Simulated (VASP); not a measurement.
# Cs (I4/mmm) in VASP: single point with r2SCAN

Aim: the single point of Cs with r2SCAN.

Program: VASP 6.6.1. These are calculated values, not measurements. Logs are shortened: lines on timing, memory, paths and dates and some standing lists are left out, and cuts for length are marked.

## Step 1: The cell of the first run

It takes space group I4/mmm (No. 139, tetragonal). Conventional cell: a = 5.500 Å, b = 5.500 Å, c = 8.194 Å, α = 90.00°, β = 90.00°, γ = 90.00°.

## Step 2: Single point, r2SCAN

POSCAR reads:

```
Cs
1.0
   -2.7500754600      2.7500754600      4.0972389800
    2.7500754600     -2.7500754600      4.0972389800
    2.7500754600      2.7500754600     -4.0972389800
Cs
1
Direct
    0.0000000000      0.0000000000      0.0000000000
```

INCAR.step1 reads:

```
PREC = Accurate
ENCUT = 520
ISMEAR = 0
SIGMA = 0.15
LREAL = F
LASPH = T
NELM = 100
NBANDS = 10
GGA = PE
ALGO = Normal
EDIFF = 1E-4
LWAVE = T
LCHARG = F
```

INCAR.step2 reads:

```
PREC = Accurate
ENCUT = 520
EDIFF = 1E-6
ISMEAR = 0
SIGMA = 0.15
LREAL = F
LASPH = T
NELM = 100
ALGO = Normal
ISIF = 2
LWAVE = F
LCHARG = F
METAGGA = R2SCAN
LMIXTAU = T
NBANDS = 10
ISTART = 1
```

KPOINTS reads:

```
regular mesh
0
Gamma
  12 12 12
```

Potentials or basis: VASP PAW PBE potentials, release 64 (Cs_sv).

Launch:

```
$ cat potpaw_PBE.64/Cs_sv/POTCAR > POTCAR
$ cp INCAR.step1 INCAR
$ mpirun -np 1 vasp_std > vasp.out
$ cp INCAR.step2 INCAR
$ mpirun -np 1 vasp_std > vasp.out
```

OUTCAR:

```text
PREC = Accurate
   ENCUT = 520
   EDIFF = 1E-6
   ISMEAR = 0
   LREAL = F
   LASPH = T
   NELM = 100
   ISIF = 2
   METAGGA = R2SCAN
   ISTART = 1

 ion  position               nearest neighbor table
   1  0.000  0.000  0.000-

  LATTYP: Found a body centered tetragonal cell.
 ALAT       =     5.5001509200
 C/A-ratio  =     1.4898642018

  Lattice vectors:

 A1 = (  -2.7500754600,   2.7500754600,   4.0972389800)
 A2 = (   2.7500754600,  -2.7500754600,   4.0972389800)
 A3 = (   2.7500754600,   2.7500754600,  -4.0972389800)

Analysis of symmetry for initial positions (statically):
=====================================================================
 Subroutine PRICEL returns:
 Original cell was already a primitive cell.

 Routine SETGRP: Setting up the symmetry group for a
 body centered tetragonal supercell.

 Subroutine GETGRP returns: Found 16 space group operations
 (whereof 16 operations were pure point group operations)
 out of a pool of 16 trial point group operations.

The static configuration has the point symmetry D_4h.

Analysis of symmetry for dynamics (positions and initial velocities):
=====================================================================
 Subroutine PRICEL returns:
 Original cell was already a primitive cell.

 Routine SETGRP: Setting up the symmetry group for a
 body centered tetragonal supercell.

 Subroutine GETGRP returns: Found 16 space group operations
 (whereof 16 operations were pure point group operations)
 out of a pool of 16 trial point group operations.

The dynamic configuration has the point symmetry D_4h.

 Subroutine INISYM returns: Found 16 space group operations
 (whereof 16 operations are pure point group operations),
 and found     1 'primitive' translations

----------------------------------------------------------------------------------------

                                     Primitive cell

  volume of cell :     123.9483

  direct lattice vectors                    reciprocal lattice vectors
    -2.750075460  2.750075460  4.097238980     0.000000000  0.181813193  0.122033399
     2.750075460 -2.750075460  4.097238980     0.181813193  0.000000000  0.122033399
     2.750075460  2.750075460 -4.097238980     0.181813193  0.181813193  0.000000000

  length of vectors
     5.649176695  5.649176695  5.649176695     0.218970746  0.218970746  0.257122683

  position of ions in fractional coordinates (direct lattice)
     0.000000000  0.000000000  0.000000000

  ion indices of the primitive-cell ions
   primitive index   ion index
                 1           1

----------------------------------------------------------------------------------------

 KPOINTS: regular mesh

Automatic generation of k-mesh.
 Grid dimensions read from file:
 generate k-points for:   12   12   12

 Generating k-lattice:

  Cartesian coordinates                     Fractional coordinates (reciprocal lattice)
     0.000000000  0.015151099  0.010169450     0.083333333 -0.000000000  0.000000000
     0.015151099  0.000000000  0.010169450    -0.000000000  0.083333333  0.000000000
     0.015151099  0.015151099  0.000000000     0.000000000  0.000000000  0.083333333

  Length of vectors
     0.018247562  0.018247562  0.021426890

  Shift w.r.t. Gamma in fractional coordinates (k-lattice)
     0.000000000  0.000000000  0.000000000

 Subroutine IBZKPT returns following result:
 ===========================================

 Found    163 irreducible k-points:

 Following reciprocal coordinates:
            Coordinates               Weight
  0.000000  0.000000  0.000000      1.000000
  0.083333  0.000000  0.000000      8.000000
  0.166667 -0.000000  0.000000      8.000000
  0.250000 -0.000000  0.000000      8.000000
  0.333333  0.000000  0.000000      8.000000
  0.416667 -0.000000  0.000000      8.000000
[... 16 lines left out ...]
  0.500000  0.166667  0.000000     16.000000
 -0.416667  0.166667 -0.000000     16.000000
 [... further k-points ...]
   k-points           NKPTS =    163   k-points in BZ     NKDIM =    163   number of bands    NBANDS=     10
   number of dos      NEDOS =    301   number of ions     NIONS =      1
   total plane-waves  NPLWV =  74088
   dimension x,y,z NGX =    42 NGY =   42 NGZ =   42
   dimension x,y,z NGXF=    84 NGYF=   84 NGZF=   84
   ions per type =               1
   NGX,Y,Z   is equivalent  to a cutoff of  12.36, 12.36, 12.36 a.u.
   NGXF,Y,Z  is equivalent  to a cutoff of  24.72, 24.72, 24.72 a.u.
 SYSTEM =  unknown system
   PREC   = accura    normal or accurate (medium, high low for compatibility)
   ISTART =      1    job   : 0-new  1-cont  2-samecut
   ICHARG =      0    charge: 1-file 2-atom 10-const
   ISPIN  =      1    spin polarized calculation?
   LNONCOLLINEAR =      F non collinear calculations
   LSORBIT =      F    spin-orbit coupling
   LASPH  =      T    aspherical Exc in radial PAW
   ENCUT  =  520.0 eV  38.22 Ry    6.18 a.u.  10.50 10.50 10.50*2*pi/ulx,y,z
   NELM   =    100;   NELMIN=  2; NELMDL=  0     # of ELM steps
   EDIFF  = 0.1E-05   stopping-criterion for ELM
   LREAL  =      F    real-space projection
   EDIFFG = 0.1E-04   stopping-criterion for IOM
   NSW    =      0    number of steps for IOM
   IBRION =     -1    ionic relax: 0-MD 1-quasi-New 2-CG
   NFREE  =      0    steps in history (QN), initial steepest desc. (CG)
   ISIF   =      2    stress and relaxation
   ISYM   =      2    0-nonsym 1-usesym 2-fastsym
   POTIM  = 0.5000    time-step for ionic-motion
   TEBEG  =    0.0;   TEEND  =   0.0 temperature during run
   PSTRESS=    0.0 pullay stress
   NELECT =       9.0000    total number of electrons
   NUPDOWN=      -1.0000    fix difference up-down
   EMIN   =  10.00;   EMAX   =-10.00  energy-range for DOS
   EFERMI =   0.00;   METHOD = LEGACY
   ISMEAR =     0;   SIGMA  =   0.15  broadening in eV -4-tet -1-fermi 0-gaus
   EFERMI_NEDOS =   21; number of points for ismear=-14 and -15
   IALGO  =     38    algorithm
   IMIX   =      4    mixing-type and parameters
     AMIX     =   0.40;   BMIX     =  1.00
     AMIX_MAG =   1.60;   BMIX_MAG =  1.00
  volume/ion in A,a.u.               =     123.95       836.44
  Fermi-wavevector in a.u.,A,eV,Ry     =   0.682981  1.290648  6.346621  0.466463
  Thomas-Fermi vector in A             =   1.762213
   LORBIT       =      0    0 simple, 1 ext, 2 COOP (PROOUT), +10 PAW based schemes
   METAGGA = R2SCAN    functional components
   LHFCALC =     F    Hartree Fock is set to
   AEXX    =    0.0000 exact exchange contribution
   IVDW    =     0    specifies the selected vdW correction
   LEPSILON=     F    determine dielectric tensor
   LRPA    =     F    only Hartree local field effects (RPA)
 non-spin polarized calculation
 Gauss-broadening in eV      SIGMA  =   0.15
  energy-cutoff  :      520.00
  volume of cell :      123.95
 maximum number of plane-waves:      3372
   NGX = 21   NGY = 21   NGZ = 21

 number of electron       9.0000001 magnetization

 Free energy of the ion-electron system (eV)
  ---------------------------------------------------
  ext. energy  EPLUGINS =         0.00000000
  ---------------------------------------------------
  free energy    TOTEN  =       -25.02323853 eV

  energy without entropy =      -25.01029779  energy(sigma->0) =      -25.01676816

 E-fermi :   0.3622     XC(G=0):  -5.4469

 val. band max:        0.3531275766   @ k =  -0.0833   0.4167   0.0833
 cond. band min:       0.3732579551   @ k =  -0.2500   0.4167   0.0833
 fundamental gap:      0.0201303785
 Fermi energy:         0.3621819143

 k-point     1 :       0.0000    0.0000    0.0000
  band No.  band energies     occupation
      1     -24.4734      2.00000
      2     -10.8500      2.00000
      3     -10.8500      2.00000
      4     -10.8497      2.00000
      5      -1.3508      2.00000
      6       2.9689      0.00000
      7       3.1313      0.00000
      8       3.1313      0.00000
      9       3.9904      0.00000
     10       4.3243      0.00000

 k-point     2 :       0.0833    0.0000    0.0000
  band No.  band energies     occupation
      1     -24.4731      2.00000
      2     -10.8574      2.00000
      3     -10.8510      2.00000
      4     -10.8507      2.00000
      5      -1.2791      2.00000
      6       2.8858      0.00000
      7       3.0729      0.00000
      8       3.1672      0.00000
      9       3.9314      0.00000
     10       4.2402      0.00000

 k-point     3 :       0.1667   -0.0000    0.0000
  band No.  band energies     occupation
      1     -24.4722      2.00000
      2     -10.8777      2.00000
      3     -10.8543      2.00000
      4     -10.8527      2.00000
      5      -1.0698      2.00000
      6       2.5343      0.00000
      7       3.0909      0.00000
      8       3.2421      0.00000
      9       3.8675      0.00000
     10       4.0975      0.00000

 k-point     4 :       0.2500   -0.0000    0.0000
  band No.  band energies     occupation
      1     -24.4710      2.00000
      2     -10.9051      2.00000
      3     -10.8588      2.00000
      4     -10.8553      2.00000
      5      -0.7404      2.00000
      6       2.1121      0.00000
      7       3.0378      0.00000
      8       3.2492      0.00000
      9       3.9931      0.00000
     10       4.1106      0.00000
[... 222 lines left out ...]
 k-point    22 :       0.4167    0.1667    0.0000
  band No.  band energies     occupation
      1     -24.4681      2.00000
      2     -10.9482      2.00000
      3     -10.8828      2.00000
      4     -10.8700      2.00000
      5       0.6174      0.01612
      6       1.0801      0.00000
      7       2.4083      0.00000
      8       3.0610      0.00000
      9       4.5200      0.00000
     10       4.6294      0.00000

 k-point    23 :       0.5000    0.1667    0.0000
  band No.  band energies     occupation
      1     -24.4681      2.00000
      2     -10.9485      2.00000
      3     -10.8790      2.00000
      4     -10.8722      2.00000
      5       0.5186      0.14035
      6       1.1546      0.00000
      7       2.4456      0.00000
      8       3.0789      0.00000
      9       4.3280      0.00000
     10       4.9059      0.00000

 k-point    24 :      -0.4167    0.1667   -0.0000
  band No.  band energies     occupation
      1     -24.4687      2.00000
      2     -10.9377      2.00000
      3     -10.8735      2.00000
      4     -10.8720      2.00000
      5       0.0630      1.99521
      6       1.5497      0.00000
      7       2.5229      0.00000
      8       3.1459      0.00000
      9       4.0720      0.00000
     10       4.8368      0.00000

 [... further k-points ...]

------------------------ aborting loop because EDIFF is reached ----------------------------------------

  FORCE on cell =-STRESS in cart. coord.  units (eV):
  Direction    XX          YY          ZZ          XY          YZ          ZX
  --------------------------------------------------------------------------------------
  -------------------------------------------------------------------------------------
  Total        0.0050107      0.0050107     -0.0070827      0.0000000      0.0000000      0.0000000
  in kB        0.0647697      0.0647697     -0.0915521      0.0000000      0.0000000      0.0000000
  external PRESSURE =       0.0126625 kB  Pullay stress =       0.0000000 kB

 VOLUME and BASIS-vectors are now :
 -----------------------------------------------------------------------------
  energy-cutoff  :      520.00
  volume of cell :      123.95
      direct lattice vectors                 reciprocal lattice vectors
    -2.750075460  2.750075460  4.097238980     0.000000000  0.181813193  0.122033399
     2.750075460 -2.750075460  4.097238980     0.181813193  0.000000000  0.122033399
     2.750075460  2.750075460 -4.097238980     0.181813193  0.181813193  0.000000000

 POSITION                                       TOTAL-FORCE (eV/Angst)
 -----------------------------------------------------------------------------------
      0.00000      0.00000      0.00000         0.000000      0.000000     -0.000000
 -----------------------------------------------------------------------------------
    total drift:                               -0.000000      0.000000     -0.000000

  FREE ENERGIE OF THE ION-ELECTRON SYSTEM (eV)
  ---------------------------------------------------
  free  energy   TOTEN  =       -25.0232385285 eV

  energy  without entropy=      -25.0102977880  energy(sigma->0) =      -25.01676816
```

Wall time 14 min (1 thread of Intel Xeon Platinum 8259CL at 2.50GHz (Skylake/Cascade Lake), shared host); peak memory 0.4 GiB.

Results:

```yaml
Free_energy: -25.0232 eV
Pressure: 0.0 GPa
Band_gap_on_the_k_mesh: zero (an odd number of electrons rules out a gap without spin polarisation)
```

Caveat: the PAW data sets were made with another functional, which shifts forces and pressure a little; spin-orbit coupling is left out, which moves the levels of the heavy elements.
